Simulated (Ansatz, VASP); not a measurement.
Pd in VASP and in Ansatz

```
Pd
1.0
     0.00000    1.91792    1.91792
     1.91792    0.00000    1.91792
     1.91792    1.91792    0.00000
Pd
1
Direct
  0.00000 0.00000 0.00000
```

Alike in both runs: task single point; functional PBEsol; k mesh 18 × 18 × 18; occupations gaussian, width 0.1 eV; no spin polarisation.

```csv
,VASP,Ansatz
version,VASP 6.6.1,Ansatz 0.2.0
potentials or method,"VASP PAW PBE potentials, release 64 (Pd), cutoff 520 eV","scalar-relativistic, plane waves, PAW"
valence electrons in the cell,10,18
```

VASP gave:

* gap on the k mesh at the Fermi level (eV): none
* pressure (GPa): 6.4

Q: Which values does Ansatz return?

A: gap on the k mesh at the Fermi level (eV): none; pressure (GPa): 6.8.

VASP's potentials were made for PBE, not for PBEsol. A gap of «none» marks a metal or a gap that the smearing closes. The functional is the same, so the differences come from potentials, cutoffs and numerics. VASP's potentials hold 10 valence electrons a cell and Ansatz's 18, so a difference there can come from the potentials and not from the codes.
